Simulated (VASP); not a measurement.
Crystal: TePb.

```xyz
2
Lattice="0.0000 3.2310 3.2310 3.2310 0.0000 3.2310 3.2310 3.2310 0.0000" Properties=species:S:1:pos:R:3 pbc="T T T"
Pb    0.0000    0.0000    0.0000
Te    3.2310    3.2310    3.2310
```

Base run:

| Item | Value |
| --- | --- |
| Program | VASP 6.6.1 |
| Functional | PBE exchange alone |
| Potentials or basis | VASP PAW PBE potentials, release 64 (Pb_d, Te) |
| Cutoff | 520 eV |
| k mesh | 7 × 7 × 7 |
| Occupations | fermi-dirac, width 0.05 eV |
| Spin | no spin polarisation |

Its results: pressure 10.2 GPa.

Task: The run is repeated on the same cell with these changes: functional from PBE exchange alone to revPBE. What comes out?

Result: Pressure 3.1 GPa.

Caveats: the PAW data sets were made with another functional, which shifts forces and pressure a little (some runs).
